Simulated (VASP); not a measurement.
# ZnS (P6_3mc) in VASP: notebook, part 2 of 2

VASP 6.6.1.

## 5. Single point, PBE (19.41 Å³/atom)

This run uses another cell than the first one, of 19.41 Å³/atom.

Input file INCAR:

```
SYSTEM = ZnS
  ALGO = Normal
  EDIFF = 1E-7
  ENCUT = 520
  GGA = PE
  ISIF = 2
  ISMEAR = -1
  LASPH = .True.
  LCHARG = .True.
  LELF = .True.
  LREAL = .False.
  LVHAR = .True.
  LWAVE = .False.
  NBANDS = 26
  NELM = 80
  PREC = Accurate
  SIGMA = 0.02
```

Input file KPOINTS:

```
k-points
0
Gamma
  13 13 7
  0 0 0
```

Input file POSCAR:

```
ZnS
1.0
    3.7970435222      0.0000000000      0.0000000000
   -1.8985217611      3.2883361495      0.0000000000
    0.0000000000      0.0000000000      6.2186806131
Zn S
2 2
Direct
    0.3333333333      0.6666666667      0.0000000000
    0.6666666667      0.3333333333      0.5000000000
    0.3333333333      0.6666666667      0.3748000000
    0.6666666667      0.3333333333      0.8748000000
```

Potentials or basis: VASP PAW PBE potentials, release 64 (Zn, S).

Launch:

```sh
> cat potpaw_PBE.64/Zn/POTCAR potpaw_PBE.64/S/POTCAR > POTCAR
> mpirun -np 1 vasp_std > vasp.out
```

OUTCAR:

```text
SYSTEM = ZnS
   EDIFF = 1E-7
   ENCUT = 520
   GGA = PE
   ISIF = 2
   ISMEAR = -1
   LASPH = .True.
   LREAL = .False.
   NELM = 80
   PREC = Accurate

 ion  position               nearest neighbor table
   1  0.333  0.667  0.000-   4 2.33   4 2.33   4 2.33   3 2.33
   2  0.667  0.333  0.500-   3 2.33   3 2.33   3 2.33   4 2.33
   3  0.333  0.667  0.375-   2 2.33   2 2.33   2 2.33   1 2.33
   4  0.667  0.333  0.875-   1 2.33   1 2.33   1 2.33   2 2.33

  LATTYP: Found a hexagonal cell.
 ALAT       =     3.7970435222
 C/A-ratio  =     1.6377691161

  Lattice vectors:

 A1 = (   3.7970435222,   0.0000000000,   0.0000000000)
 A2 = (  -1.8985217611,   3.2883361495,   0.0000000000)
 A3 = (   0.0000000000,   0.0000000000,   6.2186806131)

Analysis of symmetry for initial positions (statically):
=====================================================================
 Subroutine PRICEL returns:
 Original cell was already a primitive cell.

 Routine SETGRP: Setting up the symmetry group for a
 hexagonal supercell.

 Subroutine GETGRP returns: Found 12 space group operations
 (whereof  6 operations were pure point group operations)
 out of a pool of 24 trial point group operations.

The static configuration has the point symmetry C_3v.
 The point group associated with its full space group is C_6v.

Analysis of symmetry for dynamics (positions and initial velocities):
=====================================================================
 Subroutine PRICEL returns:
 Original cell was already a primitive cell.

 Routine SETGRP: Setting up the symmetry group for a
 hexagonal supercell.

 Subroutine GETGRP returns: Found 12 space group operations
 (whereof  6 operations were pure point group operations)
 out of a pool of 24 trial point group operations.

The dynamic configuration has the point symmetry C_3v.
 The point group associated with its full space group is C_6v.

 Subroutine INISYM returns: Found 12 space group operations
 (whereof  6 operations are pure point group operations),
 and found     1 'primitive' translations
[... 107 lines left out ...]
   POTIM  = 0.5000    time-step for ionic-motion
   TEBEG  =    0.0;   TEEND  =   0.0 temperature during run
   PSTRESS=    0.0 pullay stress
   NELECT =      36.0000    total number of electrons
   NUPDOWN=      -1.0000    fix difference up-down
   EMIN   =  10.00;   EMAX   =-10.00  energy-range for DOS
   EFERMI =   0.00;   METHOD = LEGACY
   ISMEAR =    -1;   SIGMA  =   0.02  broadening in eV -4-tet -1-fermi 0-gaus
   EFERMI_NEDOS =   21; number of points for ismear=-14 and -15
   IALGO  =     38    algorithm
   IMIX   =      4    mixing-type and parameters
     AMIX     =   0.40;   BMIX     =  1.00
     AMIX_MAG =   1.60;   BMIX_MAG =  1.00
  volume/ion in A,a.u.               =      19.41       131.00
  Fermi-wavevector in a.u.,A,eV,Ry     =   1.267075  2.394425 21.843868  1.605479
  Thomas-Fermi vector in A             =   2.400242
   LORBIT       =      0    0 simple, 1 ext, 2 COOP (PROOUT), +10 PAW based schemes
   GGA     = PE    functional components
[... 5 lines left out ...]
 non-spin polarized calculation
  energy-cutoff  :      520.00
  volume of cell :       77.65
 maximum number of plane-waves:      2110
   NGX = 15   NGY = 15   NGZ = 23

 number of electron      35.9999971 magnetization

 Free energy of the ion-electron system (eV)
  ---------------------------------------------------
  ext. energy  EPLUGINS =         0.00000000
  ---------------------------------------------------
  free energy    TOTEN  =       -13.66262619 eV

  energy without entropy =      -13.66262619  energy(sigma->0) =      -13.66262619

 E-fermi :   2.6298     XC(G=0):  -9.7000

 val. band max:        2.2742980230   @ k =   0.0000   0.0000   0.0000
 cond. band min:       4.5374252134   @ k =   0.0000   0.0000   0.0000
 fundamental gap:      2.2631271904
 Fermi energy:         2.6297920236

 k-point     1 :       0.0000    0.0000    0.0000
  band No.  band energies     occupation
      1     -11.0031      2.00000
      2     -10.0400      2.00000
      3      -4.1310      2.00000
      4      -4.1192      2.00000
      5      -4.1192      2.00000
      6      -4.0351      2.00000
[... 685 lines left out ...]
     25      10.5380      0.00000
     26      10.8421      0.00000

 [... further k-points ...]
[... 5 lines left out ...]
  --------------------------------------------------------------------------------------
  -------------------------------------------------------------------------------------
  Total        1.4827642      1.4827642      1.5686234      0.0000000      0.0000000      0.0000000
  in kB       30.5958579     30.5958579     32.3675065      0.0000000      0.0000000      0.0000000
  external PRESSURE =      31.1864074 kB  Pullay stress =       0.0000000 kB

 VOLUME and BASIS-vectors are now :
 -----------------------------------------------------------------------------
  energy-cutoff  :      520.00
  volume of cell :       77.65
      direct lattice vectors                 reciprocal lattice vectors
     3.797043522  0.000000000  0.000000000     0.263362796  0.152052581  0.000000000
    -1.898521761  3.288336150  0.000000000     0.000000000  0.304105163  0.000000000
     0.000000000  0.000000000  6.218680613     0.000000000  0.000000000  0.160805814

 POSITION                                       TOTAL-FORCE (eV/Angst)
 -----------------------------------------------------------------------------------
     -0.00000      2.19222      0.00000         0.000000      0.000000      0.010187
      1.89852      1.09611      3.10934        -0.000000      0.000000      0.010187
     -0.00000      2.19222      2.33076        -0.000000      0.000000     -0.010187
      1.89852      1.09611      5.44010        -0.000000      0.000000     -0.010187
 -----------------------------------------------------------------------------------
    total drift:                               -0.000000     -0.000000      0.000099

  FREE ENERGIE OF THE ION-ELECTRON SYSTEM (eV)
  ---------------------------------------------------
  free  energy   TOTEN  =       -13.6626261868 eV

  energy  without entropy=      -13.6626261868  energy(sigma->0) =      -13.66262619
```

OSZICAR:

```text
N       E                     dE             d eps       ncg     rms          rms(c)
DAV:   1     0.245181466236E+03    0.24518E+03   -0.17102E+04  4368   0.169E+03
DAV:   2     0.101664123082E+02   -0.23502E+03   -0.22465E+03  4488   0.350E+02
DAV:   3    -0.139222293441E+02   -0.24089E+02   -0.23852E+02  5252   0.112E+02
DAV:   4    -0.145104530121E+02   -0.58822E+00   -0.58680E+00  5234   0.175E+01
DAV:   5    -0.145193486101E+02   -0.88956E-02   -0.88934E-02  5260   0.214E+00    0.101E+01
DAV:   6    -0.136732656010E+02    0.84608E+00   -0.16408E+00  6564   0.373E+01    0.770E+00
DAV:   7    -0.136689186149E+02    0.43470E-02   -0.12645E+00  4630   0.660E+00    0.348E+00
DAV:   8    -0.136619122445E+02    0.70064E-02   -0.34772E-02  5408   0.170E+00    0.996E-01
DAV:   9    -0.136622751373E+02   -0.36289E-03   -0.96870E-03  5938   0.128E+00    0.233E-01
DAV:  10    -0.136624105124E+02   -0.13538E-03   -0.57164E-04  5148   0.335E-01    0.956E-02
DAV:  11    -0.136626231054E+02   -0.21259E-03   -0.32483E-04  4528   0.121E-01    0.543E-02
DAV:  12    -0.136626229043E+02    0.20109E-06   -0.14996E-05  5454   0.448E-02    0.100E-02
DAV:  13    -0.136626261262E+02   -0.32218E-05   -0.55249E-06  4530   0.187E-02    0.255E-03
DAV:  14    -0.136626261868E+02   -0.60642E-07   -0.65031E-07  5398   0.164E-02
   1 F= -.13662626E+02 E0= -.13662626E+02  d E =-.366388E-10
```

stdout:

```text
POSCAR found type information on POSCAR ZnS
 POSCAR found :  2 types and       4 ions
 scaLAPACK will be used
 LDA part: xc-table for (Slater+PW92), standard interpolation
 POSCAR, INCAR and KPOINTS ok, starting setup
 FFT: planning ... GRIDC
 FFT: planning ... GRID_SOFT
 FFT: planning ... GRID
 WAVECAR not read
 entering main loop
```

Run time: 82 s. Hardware: 1 thread of AMD EPYC 9R14 (Zen 4), shared host; peak memory 0.25 GiB.

What came out:

```yaml
Free_energy: -13.6626 eV
Pressure: 3.1 GPa
Largest_force: 0.010 eV/Å
Band_gap_on_the_k_mesh: 2.26 eV
```

Forces on the atoms (eV/Å):
```
Zn   0.000  0.000  0.010
Zn   0.000  0.000  0.010
S    0.000  0.000 -0.010
S    0.000  0.000 -0.010
```

Caveat: the cell stands under pressure; an odd mesh through Γ misses points on the zone boundary, where band edges can lie.

## 6. Single point, PBE (z stretched by -2 %, then relaxed in part)

Input file INCAR:

```
PREC = Accurate ; ENCUT = 520
EDIFF = 1E-7 ; ISMEAR = -1
SIGMA = 0.02 ; LREAL = F
LASPH = T ; NELM = 60
ALGO = Normal ; ISIF = 2
LWAVE = F ; LCHARG = T
GGA = PE ; LELF = T
LVHAR = T ; NBANDS = 26
```

Input file KPOINTS:

```
regular mesh
0
Gamma
  13 13 7
```

Input file POSCAR:

```
ZnS
1.0
    3.8227000000      0.0000000000      0.0000000000
   -1.9113500000      3.3105553110      0.0000000000
    0.0000000000      0.0000000000      6.1354860000
Zn S
2 2
Direct
    0.3333333333      0.6666666667     -0.0018039366
    0.6666666667      0.3333333333      0.4981960634
    0.3333333333      0.6666666667      0.3766039366
    0.6666666667      0.3333333333      0.8766039366
```

Potentials or basis: VASP PAW PBE potentials, release 64 (Zn, S).

Launch:

```sh
> cat potpaw_PBE.64/Zn/POTCAR potpaw_PBE.64/S/POTCAR > POTCAR
> mpirun -np 1 vasp_std > vasp.out
```

Run time: 84 s. Hardware: 1 thread of AMD EPYC 9R14 (Zen 4), shared host; peak memory 0.25 GiB.

The run converged. Its results:

```
Free energy            : -13.6547 eV
Pressure               : 3.2 GPa
Largest force          : 0.006 eV/Å
Band gap on the k mesh : 2.29 eV
```

Forces on the atoms (eV/Å):
```
Zn   0.000  0.000 -0.006
Zn   0.000  0.000 -0.006
S    0.000  0.000  0.006
S    0.000  0.000  0.006
```

Stress tensor (GPa, compression positive):
```
2.42 0.00 0.00
0.00 2.42 0.00
0.00 0.00 4.63
```

Levels at points of the mesh, in eV from the valence-band top:
```tsv
k point	band 15	band 16	band 17	band 18	band 19	band 20	band 21	band 22
(0.00, 0.00, 0.00)	-0.97	-0.02	-0.02	0.00	2.29	2.94	6.21	6.21
```

Caveat: the cell differs from its parent crystal (z stretched by -2 %, then relaxed in part); the cell stands under pressure; an odd mesh through Γ misses points on the zone boundary, where band edges can lie.

## 7. The runs side by side

```csv
cell,gap on the mesh (eV),pressure (GPa),largest force (eV/Å)
"a = 3.745, b = 3.745, c = 6.133 Å, angles 90.0, 90.0, 120.0°, 4 atoms, atomic positions A",2.46,6.9,0.02
"a = 3.771, b = 3.771, c = 6.176 Å, angles 90.0, 90.0, 120.0°, 4 atoms, atomic positions A",2.36,4.9,0.01
"a = 3.823, b = 3.823, c = 6.073 Å, angles 90.0, 90.0, 120.0°, 4 atoms, atomic positions B",2.32,4.0,0.01
"a = 3.797, b = 3.797, c = 6.219 Å, angles 90.0, 90.0, 120.0°, 4 atoms, atomic positions A",2.26,3.1,0.01
"a = 3.823, b = 3.823, c = 6.135 Å, angles 90.0, 90.0, 120.0°, 4 atoms, atomic positions C",2.29,3.2,0.01
```

Alike in all rows: task single point; level PBE; potentials or basis VASP PAW PBE potentials, release 64 (Zn, S); no spin polarisation; k mesh 13 × 13 × 7; cutoff (eV) 520; smearing fermi-dirac 0.02 eV.

Caveats: the cell stands under pressure; an odd mesh through Γ misses points on the zone boundary, where band edges can lie.

Total energies depend on the potentials used, so only differences within one code and one set of settings carry meaning.
